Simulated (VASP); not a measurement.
# BN (P2_1) in VASP: further runs

The runs below take BN through single point, with r2SCAN.

Everything below comes from runs of VASP 6.6.1. Logs are shortened: lines on timing, memory, paths and dates and some standing lists are left out, and cuts for length are marked.

### 1 The cell of the first run

The typed cell holds 4 atoms: a = 2.554 Å, b = 2.546 Å, c = 4.227 Å, α = 90.00°, β = 90.00°, γ = 119.68°.

### 2 Single point, r2SCAN (strain +0.0075 x Voigt [0, 0, 0, 0, 0, 1])

Contents of POSCAR:

```
BN
1.0
    2.5539396017      0.0095772735      0.0000000000
   -1.2686756387      2.2069879380      0.0000000000
    0.0000000000      0.0000000000      4.2268550000
B N
2 2
Direct
    0.6666666667      0.3333333333      0.9997240000
    0.3333333333      0.6666666667      0.4997240000
    0.6666666667      0.3333333333      0.6252760000
    0.3333333333      0.6666666667      0.1252760000
```

Contents of INCAR.step1:

```
SYSTEM = BN
ALGO = Normal
EDIFF = 1E-4
ENCUT = 520
GGA = PE
ISMEAR = 0
LASPH = .True.
LCHARG = .False.
LREAL = .False.
LWAVE = .True.
NBANDS = 16
NELM = 100
PREC = Accurate
SIGMA = 0.05
```

Contents of INCAR.step2:

```
SYSTEM = BN
ALGO = Normal
EDIFF = 1E-7
ENCUT = 520
ISIF = 2
ISMEAR = 0
ISTART = 1
LASPH = .True.
LCHARG = .True.
LELF = .True.
LMIXTAU = .True.
LREAL = .False.
LVHAR = .True.
LWAVE = .False.
METAGGA = R2SCAN
NBANDS = 16
NELM = 100
PREC = Accurate
SIGMA = 0.05
```

Contents of KPOINTS:

```
k-points
0
Gamma
  12 12 6
  0 0 0
```

Potentials or basis: VASP PAW PBE potentials, release 64 (B, N).

Command:

```sh
$ cat potpaw_PBE.64/B/POTCAR potpaw_PBE.64/N/POTCAR > POTCAR
$ cp INCAR.step1 INCAR
$ mpirun -np 1 vasp_std > vasp.out
$ cp INCAR.step2 INCAR
$ mpirun -np 1 vasp_std > vasp.out
```

OUTCAR:

```text
SYSTEM = BN
   EDIFF = 1E-7
   ENCUT = 520
   ISIF = 2
   ISMEAR = 0
   ISTART = 1
   LASPH = .True.
   LREAL = .False.
   METAGGA = R2SCAN
   NELM = 100
   PREC = Accurate

 ion  position               nearest neighbor table
   1  0.667  0.333  1.000-   4 1.56   4 1.57   4 1.57   3 1.58
   2  0.333  0.667  0.500-   3 1.56   3 1.57   3 1.57   4 1.58
   3  0.667  0.333  0.625-   2 1.56   2 1.57   2 1.57   1 1.58
   4  0.333  0.667  0.125-   1 1.56   1 1.57   1 1.57   2 1.58

  Warning from LATTYP: Monoclinic adjustment (A1->A3, A2->A1, A3->A2)!
  LATTYP: Found a simple monoclinic cell.
 ALAT       =     2.5456499435
 B/A-ratio  =     1.6604227187
 C/A-ratio  =     1.0032634556
 COS(beta)  =    -0.4951154321

  Lattice vectors:

 A1 = (  -1.2686756387,   2.2069879380,   0.0000000000)
 A2 = (   0.0000000000,   0.0000000000,   4.2268550000)
 A3 = (   2.5539396017,   0.0095772735,   0.0000000000)

Analysis of symmetry for initial positions (statically):
=====================================================================
 Subroutine PRICEL returns:
 Original cell was already a primitive cell.

 Routine SETGRP: Setting up the symmetry group for a
 simple monoclinic supercell.

 Subroutine GETGRP returns: Found  2 space group operations
 (whereof  1 operations were pure point group operations)
 out of a pool of  4 trial point group operations.

The static configuration has the point symmetry C_1 .
 The point group associated with its full space group is C_2 .

Analysis of symmetry for dynamics (positions and initial velocities):
=====================================================================
 Subroutine PRICEL returns:
 Original cell was already a primitive cell.

 Routine SETGRP: Setting up the symmetry group for a
 simple monoclinic supercell.

 Subroutine GETGRP returns: Found  2 space group operations
 (whereof  1 operations were pure point group operations)
 out of a pool of  4 trial point group operations.

The dynamic configuration has the point symmetry C_1 .
 The point group associated with its full space group is C_2 .

 Subroutine INISYM returns: Found  2 space group operations
 (whereof  1 operations are pure point group operations),
 and found     1 'primitive' translations

----------------------------------------------------------------------------------------

                                     Primitive cell

  volume of cell :      23.8761

  direct lattice vectors                    reciprocal lattice vectors
     2.553939602  0.009577274  0.000000000     0.390709697  0.224597455  0.000000000
    -1.268675639  2.206987938  0.000000000    -0.001695493  0.452131591  0.000000000
     0.000000000  0.000000000  4.226855000     0.000000000  0.000000000  0.236582518

  length of vectors
     2.553957559  2.545649943  4.226855000     0.450664048  0.452134771  0.236582518

  position of ions in fractional coordinates (direct lattice)
     0.666666667  0.333333333  0.999724000
     0.333333333  0.666666667  0.499724000
     0.666666667  0.333333333  0.625276000
     0.333333333  0.666666667  0.125276000

  ion indices of the primitive-cell ions
   primitive index   ion index
                 1           1
                 2           2
                 3           3
                 4           4

----------------------------------------------------------------------------------------

 KPOINTS: k-points

Automatic generation of k-mesh.
 Grid dimensions read from file:
 generate k-points for:   12   12    6

 Generating k-lattice:

  Cartesian coordinates                     Fractional coordinates (reciprocal lattice)
     0.032559141  0.018716455  0.000000000     0.083333333  0.000000000  0.000000000
    -0.000141291  0.037677633  0.000000000     0.000000000  0.083333333  0.000000000
     0.000000000  0.000000000  0.039430420     0.000000000  0.000000000  0.166666667

  Length of vectors
     0.037555337  0.037677898  0.039430420

  Shift w.r.t. Gamma in fractional coordinates (k-lattice)
     0.000000000  0.000000000  0.000000000

 Subroutine IBZKPT returns following result:
 ===========================================

 Found    296 irreducible k-points:

 Following reciprocal coordinates:
            Coordinates               Weight
  0.000000  0.000000  0.000000      1.000000
  0.083333  0.000000  0.000000      2.000000
  0.166667  0.000000  0.000000      2.000000
  0.250000  0.000000  0.000000      2.000000
  0.333333  0.000000  0.000000      2.000000
  0.416667 -0.000000  0.000000      2.000000
[... 16 lines left out ...]
  0.250000  0.166667  0.000000      2.000000
  0.333333  0.166667  0.000000      2.000000
 [... further k-points ...]
   k-points           NKPTS =    296   k-points in BZ     NKDIM =    296   number of bands    NBANDS=     16
   number of dos      NEDOS =    301   number of ions     NIONS =      4
   total plane-waves  NPLWV =  12800
   dimension x,y,z NGX =    20 NGY =   20 NGZ =   32
   dimension x,y,z NGXF=    40 NGYF=   40 NGZF=   64
   ions per type =               2   2
   NGX,Y,Z   is equivalent  to a cutoff of  13.02, 13.06, 12.59 a.u.
   NGXF,Y,Z  is equivalent  to a cutoff of  26.04, 26.12, 25.17 a.u.
 SYSTEM =  BN
   PREC   = accura    normal or accurate (medium, high low for compatibility)
   ISTART =      1    job   : 0-new  1-cont  2-samecut
   ICHARG =      0    charge: 1-file 2-atom 10-const
   ISPIN  =      1    spin polarized calculation?
   LNONCOLLINEAR =      F non collinear calculations
   LSORBIT =      F    spin-orbit coupling
   LASPH  =      T    aspherical Exc in radial PAW
   ENCUT  =  520.0 eV  38.22 Ry    6.18 a.u.   4.75  4.73  7.86*2*pi/ulx,y,z
   NELM   =    100;   NELMIN=  2; NELMDL=  0     # of ELM steps
   EDIFF  = 0.1E-06   stopping-criterion for ELM
   LREAL  =      F    real-space projection
   EDIFFG = 0.1E-05   stopping-criterion for IOM
   NSW    =      0    number of steps for IOM
   IBRION =     -1    ionic relax: 0-MD 1-quasi-New 2-CG
   NFREE  =      0    steps in history (QN), initial steepest desc. (CG)
   ISIF   =      2    stress and relaxation
   ISYM   =      2    0-nonsym 1-usesym 2-fastsym
   POTIM  = 0.5000    time-step for ionic-motion
   TEBEG  =    0.0;   TEEND  =   0.0 temperature during run
   PSTRESS=    0.0 pullay stress
   NELECT =      16.0000    total number of electrons
   NUPDOWN=      -1.0000    fix difference up-down
   EMIN   =  10.00;   EMAX   =-10.00  energy-range for DOS
   EFERMI =   0.00;   METHOD = LEGACY
   ISMEAR =     0;   SIGMA  =   0.05  broadening in eV -4-tet -1-fermi 0-gaus
   EFERMI_NEDOS =   21; number of points for ismear=-14 and -15
   IALGO  =     38    algorithm
   IMIX   =      4    mixing-type and parameters
     AMIX     =   0.40;   BMIX     =  1.00
     AMIX_MAG =   1.60;   BMIX_MAG =  1.00
  volume/ion in A,a.u.               =       5.97        40.28
  Fermi-wavevector in a.u.,A,eV,Ry     =   1.432607  2.707235 27.924098  2.052363
  Thomas-Fermi vector in A             =   2.552216
   LORBIT       =      0    0 simple, 1 ext, 2 COOP (PROOUT), +10 PAW based schemes
   METAGGA = R2SCAN    functional components
   LHFCALC =     F    Hartree Fock is set to
   AEXX    =    0.0000 exact exchange contribution
   IVDW    =     0    specifies the selected vdW correction
   LEPSILON=     F    determine dielectric tensor
   LRPA    =     F    only Hartree local field effects (RPA)
 non-spin polarized calculation
 Gauss-broadening in eV      SIGMA  =   0.05
  energy-cutoff  :      520.00
  volume of cell :       23.88
 maximum number of plane-waves:       664
   NGX =  9   NGY =  9   NGZ = 15

 number of electron      16.0000000 magnetization

 Free energy of the ion-electron system (eV)
  ---------------------------------------------------
  ext. energy  EPLUGINS =         0.00000000
  ---------------------------------------------------
  free energy    TOTEN  =       -38.26277102 eV

  energy without entropy =      -38.26277102  energy(sigma->0) =      -38.26277102

 E-fermi :   7.5801     XC(G=0): -13.5802

 val. band max:        7.2991913423   @ k =   0.0000   0.0000   0.0000
 cond. band min:      12.9992110755   @ k =   0.3333   0.3333   0.0000
 fundamental gap:      5.7000197332
 Fermi energy:         7.5800675563

 k-point     1 :       0.0000    0.0000    0.0000
  band No.  band energies     occupation
      1     -14.0742      2.00000
      2      -9.8981      2.00000
      3      -3.9419      2.00000
      4       5.0711      2.00000
      5       5.1222      2.00000
      6       6.9983      2.00000
[... 8 lines left out ...]
     15      20.0231      0.00000
     16      24.5451      0.00000

 k-point     2 :       0.0833    0.0000    0.0000
  band No.  band energies     occupation
      1     -13.9200      2.00000
      2      -9.7809      2.00000
      3      -3.7886      2.00000
      4       4.3474      2.00000
      5       4.8354      2.00000
      6       6.6526      2.00000
[... 8 lines left out ...]
     15      20.4699      0.00000
     16      24.2750      0.00000

 k-point     3 :       0.1667    0.0000    0.0000
  band No.  band energies     occupation
      1     -13.4631      2.00000
      2      -9.4463      2.00000
      3      -3.3350      2.00000
      4       2.6132      2.00000
      5       4.1660      2.00000
      6       5.1709      2.00000
[... 8 lines left out ...]
     15      21.6697      0.00000
     16      23.4814      0.00000

 k-point     4 :       0.2500    0.0000    0.0000
  band No.  band energies     occupation
      1     -12.7229      2.00000
      2      -8.9603      2.00000
      3      -2.6034      2.00000
      4       0.5765      2.00000
      5       3.3256      2.00000
      6       3.4130      2.00000
[... 8 lines left out ...]
     15      23.2295      0.00000
     16      23.5487      0.00000
[... 324 lines left out ...]
 k-point    22 :       0.1667    0.1667    0.0000
  band No.  band energies     occupation
      1     -12.2911      2.00000
      2      -8.7034      2.00000
      3      -2.1753      2.00000
      4       0.4571      2.00000
      5       1.4251      2.00000
      6       3.5033      2.00000
[... 8 lines left out ...]
     15      23.7598      0.00000
     16      23.9752      0.00000

 k-point    23 :       0.2500    0.1667    0.0000
  band No.  band energies     occupation
      1     -11.3432      2.00000
      2      -8.3048      2.00000
      3      -1.2490      2.00000
      4      -0.8921      2.00000
      5       0.3584      2.00000
      6       2.2384      2.00000
[... 8 lines left out ...]
     15      23.5852      0.00000
     16      24.4403      0.00000

 k-point    24 :       0.3333    0.1667    0.0000
  band No.  band energies     occupation
      1     -10.2951      2.00000
      2      -8.2352      2.00000
      3      -1.9540      2.00000
      4      -0.3914      2.00000
      5       0.0015      2.00000
      6       1.0949      2.00000
[... 8 lines left out ...]
     15      24.1365      0.00000
     16      24.8148      0.00000

 [... further k-points ...]

------------------------ aborting loop because EDIFF is reached ----------------------------------------

  FORCE on cell =-STRESS in cart. coord.  units (eV):
  Direction    XX          YY          ZZ          XY          YZ          ZX
  --------------------------------------------------------------------------------------
  -------------------------------------------------------------------------------------
  Total       -0.5112658     -0.5086448     -0.6139724     -0.4706839      0.0000000      0.0000000
  in kB      -34.3079032    -34.1320273    -41.1999170    -31.5847015      0.0000000      0.0000000
  external PRESSURE =     -36.5466158 kB  Pullay stress =       0.0000000 kB

 VOLUME and BASIS-vectors are now :
 -----------------------------------------------------------------------------
  energy-cutoff  :      520.00
  volume of cell :       23.88
      direct lattice vectors                 reciprocal lattice vectors
     2.553939602  0.009577274  0.000000000     0.390709697  0.224597455  0.000000000
    -1.268675639  2.206987938  0.000000000    -0.001695493  0.452131591  0.000000000
     0.000000000  0.000000000  4.226855000     0.000000000  0.000000000  0.236582518

 POSITION                                       TOTAL-FORCE (eV/Angst)
 -----------------------------------------------------------------------------------
      1.27973      0.74205      4.22569         0.008989     -0.001064      0.020891
      0.00553      1.47452      2.11226        -0.008989      0.001064      0.020891
      1.27973      0.74205      2.64295         0.028656     -0.001114     -0.020891
      0.00553      1.47452      0.52952        -0.028656      0.001114     -0.020891
 -----------------------------------------------------------------------------------
    total drift:                                0.000000      0.000000      0.002218

  FREE ENERGIE OF THE ION-ELECTRON SYSTEM (eV)
  ---------------------------------------------------
  free  energy   TOTEN  =       -38.2627710207 eV

  energy  without entropy=      -38.2627710207  energy(sigma->0) =      -38.26277102
```

Wall time 5.2 min (1 thread of AMD EPYC 7R43 (Zen 3), shared host); peak memory 0.17 GiB.

Results:

```
Free energy            : -38.2628 eV
Pressure               : -3.7 GPa
Largest force          : 0.035 eV/Å
Band gap on the k mesh : 5.70 eV (least direct gap 8.90 eV)
```

Forces in eV/Å, atoms in the order of the input:
```
B    0.009 -0.001  0.021
B   -0.009  0.001  0.021
N    0.029 -0.001 -0.021
N   -0.029  0.001 -0.021
```

Caveat: the cell differs from its parent crystal (strain +0.0075 x Voigt [0, 0, 0, 0, 0, 1]); the cell stands under tension; the PAW data sets were made with another functional, which shifts forces and pressure a little.

### 3 Single point, r2SCAN (strain +0.0025 x Voigt [0, 0, 0, 0, 0, 1])

Changes to POSCAR since step 2:

```diff
@@ -2,4 +2,4 @@
 1.0
-    2.5539396017      0.0095772735      0.0000000000
-   -1.2686756387      2.2069879380      0.0000000000
+    2.5539396017      0.0031924245      0.0000000000
+   -1.2742050802      2.2101803625      0.0000000000
     0.0000000000      0.0000000000      4.2268550000
```

Contents of INCAR.step1:

```
SYSTEM = BN
PREC = Accurate
ENCUT = 520
ISMEAR = 0
SIGMA = 0.05
LREAL = .FALSE.
LASPH = .TRUE.
NELM = 100
NBANDS = 16
GGA = PE
ALGO = Normal
EDIFF = 1E-4
LWAVE = .TRUE.
LCHARG = .FALSE.
```

Contents of INCAR.step2:

```
SYSTEM = BN
PREC = Accurate
ENCUT = 520
EDIFF = 1E-6
ISMEAR = 0
SIGMA = 0.05
LREAL = .FALSE.
LASPH = .TRUE.
NELM = 100
ALGO = Normal
ISIF = 2
LWAVE = .FALSE.
LCHARG = .FALSE.
METAGGA = R2SCAN
LMIXTAU = .TRUE.
NBANDS = 16
ISTART = 1
```

Contents of KPOINTS:

```
regular mesh
0
G
  12 12 6
  0 0 0
```

Potentials or basis: VASP PAW PBE potentials, release 64 (B, N).

Command:

```sh
$ cat potpaw_PBE.64/B/POTCAR potpaw_PBE.64/N/POTCAR > POTCAR
$ cp INCAR.step1 INCAR
$ mpirun -np 1 vasp_std > vasp.out
$ cp INCAR.step2 INCAR
$ mpirun -np 1 vasp_std > vasp.out
```

OUTCAR:

```text
SYSTEM = BN
   PREC = Accurate
   ENCUT = 520
   EDIFF = 1E-6
   ISMEAR = 0
   LREAL = .FALSE.
   LASPH = .TRUE.
   NELM = 100
   ISIF = 2
   METAGGA = R2SCAN
   ISTART = 1

 ion  position               nearest neighbor table
   1  0.667  0.333  1.000-   4 1.57   4 1.57   4 1.57   3 1.58
   2  0.333  0.667  0.500-   3 1.57   3 1.57   3 1.57   4 1.58
   3  0.667  0.333  0.625-   2 1.57   2 1.57   2 1.57   1 1.58
   4  0.333  0.667  0.125-   1 1.57   1 1.57   1 1.57   2 1.58

  Warning from LATTYP: Monoclinic adjustment (A1->A3, A2->A1, A3->A2)!
  LATTYP: Found a simple monoclinic cell.
 ALAT       =     2.5511753803
 B/A-ratio  =     1.6568265093
 C/A-ratio  =     1.0010842911
 COS(beta)  =    -0.4983747379

  Lattice vectors:

 A1 = (  -1.2742050802,   2.2101803625,   0.0000000000)
 A2 = (   0.0000000000,   0.0000000000,   4.2268550000)
 A3 = (   2.5539396017,   0.0031924245,   0.0000000000)

Analysis of symmetry for initial positions (statically):
=====================================================================
 Subroutine PRICEL returns:
 Original cell was already a primitive cell.

 Routine SETGRP: Setting up the symmetry group for a
 simple monoclinic supercell.

 Subroutine GETGRP returns: Found  2 space group operations
[... 177 lines left out ...]

 k-point     1 :       0.0000    0.0000    0.0000
  band No.  band energies     occupation
      1     -14.0741      2.00000
      2      -9.8980      2.00000
      3      -3.9418      2.00000
      4       5.0881      2.00000
      5       5.1051      2.00000
      6       6.9979      2.00000
[... 433 lines left out ...]
      3      -1.9424      2.00000
      4      -0.3970      2.00000
      5       0.0049      2.00000
      6       1.0820      2.00000
[... 8 lines left out ...]
     15      24.1562      0.00000
     16      24.8125      0.00000

 [... further k-points ...]

------------------------ aborting loop because EDIFF is reached ----------------------------------------

  FORCE on cell =-STRESS in cart. coord.  units (eV):
  Direction    XX          YY          ZZ          XY          YZ          ZX
  --------------------------------------------------------------------------------------
  -------------------------------------------------------------------------------------
  Total       -0.5140118     -0.5135746     -0.6139103     -0.1570360      0.0000000      0.0000000
  in kB      -34.4917436    -34.4624049    -41.1952304    -10.5375876      0.0000000      0.0000000
  external PRESSURE =     -36.7164596 kB  Pullay stress =       0.0000000 kB

 VOLUME and BASIS-vectors are now :
 -----------------------------------------------------------------------------
  energy-cutoff  :      520.00
  volume of cell :       23.88
      direct lattice vectors                 reciprocal lattice vectors
     2.553939602  0.003192424  0.000000000     0.391269971  0.225573529  0.000000000
    -1.274205080  2.210180363  0.000000000    -0.000565157  0.452125940  0.000000000
     0.000000000  0.000000000  4.226855000     0.000000000  0.000000000  0.236582518

 POSITION                                       TOTAL-FORCE (eV/Angst)
 -----------------------------------------------------------------------------------
      1.27789      0.73886      4.22569         0.003014     -0.000122      0.021406
      0.00184      1.47452      2.11226        -0.003014      0.000122      0.021406
      1.27789      0.73886      2.64295         0.009565     -0.000127     -0.021406
      0.00184      1.47452      0.52952        -0.009565      0.000127     -0.021406
 -----------------------------------------------------------------------------------
    total drift:                                0.000000      0.000000      0.002266

  FREE ENERGIE OF THE ION-ELECTRON SYSTEM (eV)
  ---------------------------------------------------
  free  energy   TOTEN  =       -38.2643177964 eV

  energy  without entropy=      -38.2643177964  energy(sigma->0) =      -38.26431780
```

It took 8.1 min on 1 thread of Intel Xeon 8259CL, shared host; peak memory 0.21 GiB.

What came out:

```
Free energy            : -38.2643 eV
Pressure               : -3.7 GPa
Largest force          : 0.023 eV/Å
Band gap on the k mesh : 5.72 eV (least direct gap 8.91 eV)
```

Forces on the atoms (eV/Å):
```
B    0.003  0.000  0.021
B   -0.003  0.000  0.021
N    0.010  0.000 -0.021
N   -0.010  0.000 -0.021
```

Levels at points of the mesh, in eV from the valence-band top:
```tsv
k point	band 6	band 7	band 8	band 9	band 10	band 11
(0.00, 0.00, 0.00)	-0.29	-0.02	0.00	9.00	9.04	9.21
(0.50, 0.00, 0.00)	-5.11	-4.49	-2.16	7.29	8.55	11.32
(0.00, 0.50, 0.00)	-5.14	-4.49	-2.18	7.25	8.54	11.29
(0.50, 0.50, 0.00)	-5.16	-4.49	-2.20	7.20	8.54	11.27
(0.00, 0.00, 0.50)	-1.22	-1.20	-1.20	10.12	10.12	10.59
(0.50, 0.00, 0.50)	-3.86	-3.71	-3.71	7.15	7.15	10.63
(0.00, 0.50, 0.50)	-3.88	-3.70	-3.70	7.14	7.14	10.62
(0.50, 0.50, 0.50)	-3.90	-3.70	-3.70	7.12	7.12	10.61
```

Caveat: the cell differs from its parent crystal (strain +0.0025 x Voigt [0, 0, 0, 0, 0, 1]); the cell stands under tension; the PAW data sets were made with another functional, which shifts forces and pressure a little. A k mesh can miss the band edges.
